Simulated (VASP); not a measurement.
GaN:

```xyz
2
Lattice="0.0000 2.1574 2.1574 2.1574 0.0000 2.1574 2.1574 2.1574 0.0000" Properties=species:S:1:pos:R:3 pbc="T T T"
Ga    0.0000    0.0000    0.0000
N     1.0787    1.0787    1.0787
```

This cell differs from its parent crystal: strain -4.1%.

Program: VASP 6.6.1. Alike in all runs: task single point; potentials or basis VASP PAW PBE potentials, release 64 (Ga_d, N); no spin polarisation; cell as given; cutoff (eV) 520.

Question: Order these runs on this cell by their pressure, lowest first.
A. level r2SCAN; k mesh 10 × 10 × 10; smearing gaussian 0.01 eV
B. level HSE06; k mesh 6 × 6 × 6; smearing gaussian 0.01 eV; grid for exact exchange (PRECFOCK) Normal; share of exact exchange 0.25; screening parameter 0.2079 1/Å
C. level PBE; k mesh 10 × 10 × 10; smearing fermi-dirac 0.02 eV

Answer: B (31.8 GPa), A (33.8 GPa), C (38.3 GPa).

Caveats: some runs use coarse meshes; the PAW data sets were made with another functional, which shifts forces and pressure a little (at least some runs); the cell stands under pressure (at least some runs).
